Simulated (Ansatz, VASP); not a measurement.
# Bi in VASP and in Ansatz

```
Bi
1.0
     2.24515    1.29624    3.83884
    -2.24515    1.29624    3.83884
     0.00000   -2.59248    3.83884
Bi
2
Direct
  0.23711 0.23711 0.23711
  0.76289 0.76289 0.76289
```

Alike in both runs: task single point; functional LDA; k mesh 9 × 9 × 9; occupations methfessel-paxton of order 1, width 0.6 eV; no spin polarisation.

|  | VASP | Ansatz |
| --- | --- | --- |
| version | VASP 6.6.1 | Ansatz 0.2.0 |
| potentials or method | VASP PAW LDA potentials, release 64 (Bi_d), cutoff 520 eV | plane waves (420 eV) with PAW, scalar-relativistic |
| valence electrons in the cell | 30 | 30 |

Ansatz gave:

```
pressure (GPa) : -0.1
```

Problem. Which values does VASP return?

Solution. Pressure (GPa): 0.0.

Ansatz warns that its potentials were made for another functional, while VASP's fit it. LDA's correlation is that of Perdew and Zunger in VASP and of Perdew and Wang (1992) in Ansatz.

Spin-orbit coupling is off throughout.
